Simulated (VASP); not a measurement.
Wanted: the native input for a VASP 6.6.1 run.

```
Task                   : single point
Functional             : PBEsol
Potentials or basis    : VASP PAW PBE potentials, release 64 (Sb, Ni)
Cutoff                 : 520 eV
k mesh                 : 6 × 6 × 6
Occupations            : gaussian, width 0.1 eV
Spin                   : no spin polarisation
Dipole correction      : no
Further INCAR settings : ALGO = Normal; EDIFF = 1e-07; NBANDS = 14
```

The structure of NiSb lies in POSCAR:

```
NiSb
1.0
    2.2705502547     -2.2705744738      0.0000000000
    2.2705502547      2.2705744738      0.0000000000
    0.0000000000      0.0000000000      3.2156746083
Sb Ni
1 1
Direct
    0.0000000000      0.0000000000      0.0000000000
    0.5000000000      0.5000000000      0.5000000000
```

These files were run (other wordings do the same):

INCAR

```
SYSTEM = NiSb
PREC     = Accurate       ! precision mode
ENCUT    = 520            ! plane-wave cutoff, eV
EDIFF    = 1E-7           ! SCF threshold, eV
ISMEAR   = 0              ! smearing method
SIGMA    = 0.1            ! smearing width, eV
LREAL    = .FALSE.        ! projectors in reciprocal space
LASPH    = .TRUE.         ! aspherical terms in the spheres
NELM     = 80             ! most SCF steps
ALGO     = Normal         ! electronic algorithm
ISIF     = 2              ! what is computed and relaxed
LWAVE    = .FALSE.        ! write WAVECAR
LCHARG   = .FALSE.        ! write CHGCAR
GGA      = PS             ! functional
NBANDS   = 14             ! bands
```

KPOINTS

```
regular mesh
0
G
  6 6 6
  0 0 0
```

Potentials or basis: VASP PAW PBE potentials, release 64 (Sb, Ni).

Launch:

```console
$ cat potpaw_PBE.64/Sb/POTCAR potpaw_PBE.64/Ni/POTCAR > POTCAR
$ mpirun -np 1 vasp_std > vasp.out
```

It gave:

- Pressure: 0.6 GPa

Caveat: the PAW data sets were made with another functional, which shifts forces and pressure a little.

It took 13 s on 1 thread of Intel(R) Xeon(R) Platinum 8259CL CPU @ 2.50GHz (Skylake/Cascade Lake), with other jobs on the host, peak memory 0.15 GiB.
